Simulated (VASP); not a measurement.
# LiCl (Fm-3m) in VASP: further runs, part 2 of 2

VASP 6.6.1. The steps go on from the part before.

### Step 4. Vibrations by perturbation theory, PBE

Input file INCAR:

```
PREC = Accurate ; ENCUT = 520
EDIFF = 1E-8 ; ISMEAR = 0
SIGMA = 0.01 ; LREAL = False
LASPH = True ; NELM = 100
ALGO = Normal ; ISIF = 2
LWAVE = False ; LCHARG = False
GGA = PE ; NBANDS = 12
IBRION = 8 ; NSW = 1
LEPSILON = True
```

Input file KPOINTS:

```
regular mesh
0
Gamma
  7 7 7
```

Input file POSCAR:

```
LiCl
1.0
    0.0000000000      2.5647700000      2.5647700000
    2.5647700000      0.0000000000      2.5647700000
    2.5647700000      2.5647700000      0.0000000000
Cl Li
1 1
Direct
    0.5000000000      0.5000000000      0.5000000000
    0.0000000000      0.0000000000      0.0000000000
```

Potentials or basis: VASP PAW PBE potentials, release 64 (Cl, Li_sv).

Started as:

```console
cat potpaw_PBE.64/Cl/POTCAR potpaw_PBE.64/Li_sv/POTCAR > POTCAR
mpirun -np 1 vasp_std > vasp.out
```

OUTCAR:

```text
PREC = Accurate
   ENCUT = 520
   EDIFF = 1E-8
   ISMEAR = 0
   LREAL = False
   LASPH = True
   NELM = 100
   ISIF = 2
   GGA = PE
   IBRION = 8
   NSW = 1
   LEPSILON = True

 ion  position               nearest neighbor table
   1  0.500  0.500  0.500-   2 2.56   2 2.56   2 2.56   2 2.56   2 2.56   2 2.56
   2  0.000  0.000  0.000-   1 2.56   1 2.56   1 2.56   1 2.56   1 2.56   1 2.56

  LATTYP: Found a face centered cubic cell.
 ALAT       =     5.1295400000

  Lattice vectors:

[... 640 lines left out ...]
   6 f/i=    0.026098 THz     0.163977 2PiTHz    0.870525 cm-1     0.107931 meV
             X         Y         Z           dx          dy          dz
      2.564770  2.564770  2.564770    -0.011883   -0.503426    0.760011
      0.000000  0.000000  0.000000    -0.005355   -0.226869    0.342499

--------------------------------------------------------------------------------------------------------

 MACROSCOPIC STATIC DIELECTRIC TENSOR IONIC CONTRIBUTION
 ------------------------------------------------------
          11.428549     0.000000     0.000000
           0.000000    11.428549     0.000000
           0.000000     0.000000    11.428549
 ------------------------------------------------------

 ELASTIC MODULI CONTR FROM IONIC RELAXATION (kBar)
 Direction    XX          YY          ZZ          XY          YZ          ZX
 --------------------------------------------------------------------------------
 XX           0.0000      0.0000      0.0000      0.0000      0.0000      0.0000
 YY           0.0000      0.0000      0.0000      0.0000      0.0000      0.0000
 ZZ           0.0000      0.0000      0.0000      0.0000      0.0000      0.0000
 XY           0.0000      0.0000      0.0000      0.0000      0.0000      0.0000
 YZ           0.0000      0.0000      0.0000      0.0000      0.0000      0.0000
 ZX           0.0000      0.0000      0.0000      0.0000      0.0000      0.0000
 --------------------------------------------------------------------------------

 PIEZOELECTRIC TENSOR IONIC CONTR  for field in x, y, z        (C/m^2)
          XX          YY          ZZ          XY          YZ          ZX
  --------------------------------------------------------------------------------
  x     0.00000     0.00000     0.00000     0.00000     0.00000     0.00000
  y     0.00000     0.00000     0.00000     0.00000     0.00000     0.00000
  z     0.00000     0.00000     0.00000     0.00000     0.00000     0.00000
```

Run time: 5 min. Hardware: 1 thread of Intel Xeon Platinum 8259CL at 2.50GHz (Skylake/Cascade Lake), shared host; peak memory 0.19 GiB.

What came out:

* Electronic dielectric tensor (diagonal): 2.97
* Born charges (mean of the diagonal): Cl -1.19; Li +1.19 e
* Highest phonon frequency at Γ, LO-TO splitting left out: 175 cm⁻¹

Phonon frequencies in cm⁻¹ (negative: imaginary):
```csv
q point,frequencies
"(0.000, 0.000, 0.000)",-1 -1 -1 175 175 175
```

Electronic dielectric tensor:
```
2.97 0.00 0.00
0.00 2.97 0.00
0.00 0.00 2.97
```

Born effective charge tensors (e):
atom 1, Cl
```
-1.19  0.00  0.00
 0.00 -1.19  0.00
 0.00  0.00 -1.19
```
atom 2, Li
```
1.19 0.00 0.00
0.00 1.19 0.00
0.00 0.00 1.19
```

Caveat: the cutoff is under 1.25 times the usual one of these potentials, so pressure, stress and relaxed cells hold a basis-set (Pulay) error.

### Step 5. Dielectric tensor, LDA

Input file INCAR:

```
  PREC = Accurate
  ENCUT = 520
  EDIFF = 1E-8
  ISMEAR = 0
  SIGMA = 0.01
  LREAL = F
  LASPH = T
  NELM = 80
  ALGO = Normal
  ISIF = 2
  LWAVE = F
  LCHARG = F
  GGA = CA
  LEPSILON = T
```

Input file KPOINTS:

```
Automatic mesh
0
Gamma
  9 9 9
```

POSCAR is that of step 4.

Potentials or basis: VASP PAW LDA potentials, release 64 (Cl, Li_sv).

Started as:

```console
cat potpaw_LDA.64/Cl/POTCAR potpaw_LDA.64/Li_sv/POTCAR > POTCAR
mpirun -np 1 vasp_std > vasp.out
```

OUTCAR:

```text
PREC = Accurate
   ENCUT = 520
   EDIFF = 1E-8
   ISMEAR = 0
   LREAL = F
   LASPH = T
   NELM = 80
   ISIF = 2
   GGA = CA
   LEPSILON = T

 ion  position               nearest neighbor table
   1  0.500  0.500  0.500-   2 2.56   2 2.56   2 2.56   2 2.56   2 2.56   2 2.56
   2  0.000  0.000  0.000-   1 2.56   1 2.56   1 2.56   1 2.56   1 2.56   1 2.56

  LATTYP: Found a face centered cubic cell.
 ALAT       =     5.1295400000

  Lattice vectors:

 A1 = (   0.0000000000,   2.5647700000,   2.5647700000)
 A2 = (   2.5647700000,   0.0000000000,   2.5647700000)
 A3 = (   2.5647700000,   2.5647700000,   0.0000000000)

Analysis of symmetry for initial positions (statically):
=====================================================================
 Subroutine PRICEL returns:
 Original cell was already a primitive cell.

 Routine SETGRP: Setting up the symmetry group for a
 face centered cubic supercell.

 Subroutine GETGRP returns: Found 48 space group operations
 (whereof 48 operations were pure point group operations)
 out of a pool of 48 trial point group operations.

The static configuration has the point symmetry O_h .

Analysis of symmetry for dynamics (positions and initial velocities):
=====================================================================
 Subroutine PRICEL returns:
 Original cell was already a primitive cell.

 Routine SETGRP: Setting up the symmetry group for a
 face centered cubic supercell.

 Subroutine GETGRP returns: Found 48 space group operations
 (whereof 48 operations were pure point group operations)
 out of a pool of 48 trial point group operations.

The dynamic configuration has the point symmetry O_h .

 Subroutine INISYM returns: Found 48 space group operations
 (whereof 48 operations are pure point group operations),
 and found     1 'primitive' translations

----------------------------------------------------------------------------------------

                                     Primitive cell

  volume of cell :      33.7423

  direct lattice vectors                    reciprocal lattice vectors
     0.000000000  2.564770000  2.564770000    -0.194949255  0.194949255  0.194949255
     2.564770000  0.000000000  2.564770000     0.194949255 -0.194949255  0.194949255
     2.564770000  2.564770000  0.000000000     0.194949255  0.194949255 -0.194949255

  length of vectors
     3.627132518  3.627132518  3.627132518     0.337662014  0.337662014  0.337662014

  position of ions in fractional coordinates (direct lattice)
     0.500000000  0.500000000  0.500000000
     0.000000000  0.000000000  0.000000000

  ion indices of the primitive-cell ions
   primitive index   ion index
                 1           1
                 2           2

----------------------------------------------------------------------------------------

 KPOINTS: Automatic mesh

[... 396 lines left out ...]
      3      -2.4569      2.00000
      4      -0.6566      2.00000
      5      -0.6566      2.00000
      6       8.1449      0.00000
      7       8.5199      0.00000
      8      12.2718      0.00000
      9      14.0390      0.00000

 [... further k-points ...]

  FORCE on cell =-STRESS in cart. coord.  units (eV):
  Direction    XX          YY          ZZ          XY          YZ          ZX
  --------------------------------------------------------------------------------------
  -------------------------------------------------------------------------------------
  Total       -0.6968844     -0.6968844     -0.6968844      0.0000000      0.0000000     -0.0000000
  in kB      -33.0899447    -33.0899447    -33.0899447      0.0000000      0.0000000     -0.0000000
  external PRESSURE =     -33.0899447 kB  Pullay stress =       0.0000000 kB

 VOLUME and BASIS-vectors are now :
 -----------------------------------------------------------------------------
  energy-cutoff  :      520.00
  volume of cell :       33.74
      direct lattice vectors                 reciprocal lattice vectors
     0.000000000  2.564770000  2.564770000    -0.194949255  0.194949255  0.194949255
     2.564770000  0.000000000  2.564770000     0.194949255 -0.194949255  0.194949255
     2.564770000  2.564770000  0.000000000     0.194949255  0.194949255 -0.194949255

 POSITION                                       TOTAL-FORCE (eV/Angst)
 -----------------------------------------------------------------------------------
      2.56477      2.56477      2.56477        -0.000000     -0.000000      0.000000
      0.00000      0.00000      0.00000         0.000000      0.000000     -0.000000
 -----------------------------------------------------------------------------------
    total drift:                                0.000000      0.000000      0.000000

  FREE ENERGIE OF THE ION-ELECTRON SYSTEM (eV)
  ---------------------------------------------------
  free  energy   TOTEN  =        -8.0620353271 eV

  energy  without entropy=       -8.0620353271  energy(sigma->0) =       -8.06203533

 HEAD OF MICROSCOPIC STATIC DIELECTRIC TENSOR (INDEPENDENT PARTICLE, excluding Hartree and local field effects)
 ------------------------------------------------------
           3.394075     0.000000     0.000000
           0.000000     3.394075     0.000000
          -0.000000     0.000000     3.394075
 ------------------------------------------------------

 Free energy of the ion-electron system (eV)
  ---------------------------------------------------
  ---------------------------------------------------
  free energy    TOTEN  =        -0.20814385 eV

  energy without entropy =       -0.20814385

------------------------ aborting loop because EDIFF is reached ----------------------------------------

--------------------------------------- Ionic step        2  -------------------------------------------

------------------------ aborting loop because EDIFF is reached ----------------------------------------

--------------------------------------- Ionic step        3  -------------------------------------------

 Free energy of the ion-electron system (eV)
  ---------------------------------------------------
  ---------------------------------------------------
  free energy    TOTEN  =        -0.20814383 eV

  energy without entropy =       -0.20814383

------------------------ aborting loop because EDIFF is reached ----------------------------------------

 PIEZOELECTRIC TENSOR FIELD DIRECTION 3  (e Angst)
 -----------------------------------------------------------------------------
    -0.00043  0.00000 -0.00000           ( -0.00000  0.00000 -0.00000)
     0.00000 -0.00043  0.00000           (  0.00000 -0.00000  0.00000)
    -0.00000  0.00000 -0.00021           ( -0.00000  0.00000 -0.00000)

 PIEZOELECTRIC TENSOR FIELD DIRECTION 3  (C/m^2)
 -----------------------------------------------------------------------------
    -0.00020  0.00000 -0.00000
     0.00000 -0.00020  0.00000
    -0.00000  0.00000 -0.00010

 MACROSCOPIC STATIC DIELECTRIC TENSOR (including local field effects in DFT)
 ------------------------------------------------------
           3.047055    -0.000000    -0.000000
          -0.000000     3.047055     0.000000
          -0.000000    -0.000000     3.047055
 ------------------------------------------------------

 PIEZOELECTRIC TENSOR (including local field effects)  for field in x, y, z        (e  Angst)
          XX          YY          ZZ          XY          YZ          ZX
  --------------------------------------------------------------------------------
  x     0.00000     0.00000     0.00000     0.00000     0.00000     0.00000
  y     0.00000     0.00000     0.00000     0.00000     0.00000     0.00000
  z     0.00000     0.00000     0.00000     0.00000     0.00000     0.00000

 PIEZOELECTRIC TENSOR (including local field effects)  for field in x, y, z        (C/m^2)
          XX          YY          ZZ          XY          YZ          ZX
  --------------------------------------------------------------------------------
  x     0.00000     0.00000     0.00000     0.00000     0.00000     0.00000
  y     0.00000     0.00000     0.00000     0.00000     0.00000     0.00000
  z     0.00000     0.00000     0.00000     0.00000     0.00000     0.00000

 BORN EFFECTIVE CHARGES (including local field effects) (in |e|, cummulative output)
 ---------------------------------------------------------------------------------
 ion    1
    1    -1.18401     0.00000     0.00000
    2     0.00000    -1.18401     0.00000
    3     0.00000     0.00000    -1.18401
 ion    2
    1     1.18401     0.00000     0.00000
    2     0.00000     1.18401     0.00000
    3     0.00000     0.00000     1.18401
```

OSZICAR:

```text
N       E                     dE             d eps       ncg     rms          rms(c)
DAV:   1     0.411515974894E+02    0.41152E+02   -0.42589E+03   630   0.101E+03
DAV:   2    -0.623858045403E+01   -0.47390E+02   -0.45498E+02   853   0.161E+02
DAV:   3    -0.809316794750E+01   -0.18546E+01   -0.18529E+01   787   0.376E+01
[... 12 lines left out ...]
RMM:  15    -0.208141788912E+00   -0.45015E-05    0.16398E-06  2881   0.641E-04    0.120E-03
RMM:  16    -0.208142309989E+00   -0.52108E-06   -0.29475E-07  2899   0.208E-04    0.724E-04
RMM:  17    -0.208143029812E+00   -0.71982E-06   -0.24073E-07  2600   0.120E-04    0.313E-04
RMM:  18    -0.208143516390E+00   -0.48658E-06   -0.34917E-07  1618   0.653E-05    0.122E-04
RMM:  19    -0.208143753825E+00   -0.23744E-06   -0.58609E-08  1324   0.571E-05    0.355E-05
RMM:  20    -0.208143826532E+00   -0.72707E-07   -0.57412E-09  1005   0.524E-05    0.594E-06
```

Run time: 4.2 min. Hardware: 1 thread of Intel Xeon Platinum 8259CL at 2.50GHz (Skylake/Cascade Lake), shared host; peak memory 0.18 GiB.

Results:

| Property | Result |
| --- | --- |
| Band gap on the k mesh | 6.00 eV, direct |
| Electronic dielectric tensor (diagonal) | 3.05 |
| Born charges (mean of the diagonal) | Cl -1.18; Li +1.18 e |

Levels at points of the mesh, in eV from the valence-band top:
```csv
k point,band 2,band 3,band 4,band 5,band 6,band 7,band 8,band 9
"(0.00, 0.00, 0.00)",-13.33,0.00,0.00,0.00,6.00,11.74,11.74,11.74
```

Electronic dielectric tensor:
```
3.05 0.00 0.00
0.00 3.05 0.00
0.00 0.00 3.05
```

Born effective charge tensors (e):
atom 1, Cl
```
-1.18  0.00  0.00
 0.00 -1.18  0.00
 0.00  0.00 -1.18
```
atom 2, Li
```
1.18 0.00 0.00
0.00 1.18 0.00
0.00 0.00 1.18
```

Caveat: the cutoff is under 1.25 times the usual one of these potentials, so pressure, stress and relaxed cells hold a basis-set (Pulay) error.
